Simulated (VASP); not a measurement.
SrCl2, 3 atoms in the cell. Symmetry: Fm-3m, No. 225, cubic system. The conventional cell has a = 6.980 Å, b = 6.980 Å, c = 6.980 Å, α = 90.00°, β = 90.00°, γ = 90.00°. Sr (site symmetry m-3m) has 8 Cl at 3.02 Å within 4.0 Å. Cl (site symmetry -43m) has 4 Sr at 3.02 Å and 6 Cl at 3.49 Å within 4.0 Å. 

```yaml
Program: VASP 6.6.1
Task: relaxation of cell and atoms
Functional: PBE
Potentials_or_basis: VASP PAW PBE potentials, release 64 (Sr_sv, Cl)
Cutoff: 500 eV
k_mesh: 6 × 6 × 6
Occupations: gaussian, width 0.01 eV
Spin: no spin polarisation
Target_pressure: 15 GPa
Dipole_correction: no
Further_INCAR_settings: ALGO = Normal; EDIFF = 1e-07; IBRION = 2; EDIFFG = -0.01; NSW = 60; ISIF = 3
```

Potentials or basis: VASP PAW PBE potentials, release 64 (Sr_sv, Cl).

Command:

```bash
$ cat potpaw_PBE.64/Sr_sv/POTCAR potpaw_PBE.64/Cl/POTCAR > POTCAR
$ mpirun -np 1 vasp_std > vasp.out
```

Hardware: 1 thread of Intel(R) Xeon(R) Platinum 8488C (Sapphire Rapids), with other jobs on the host.

How long does it take, and how much memory?

Run time: 46 s on 1 thread of Intel(R) Xeon(R) Platinum 8488C (Sapphire Rapids), with other jobs on the host, peak memory 0.22 GiB. Counts: scf iterations 49, k points 16, ion steps 4.
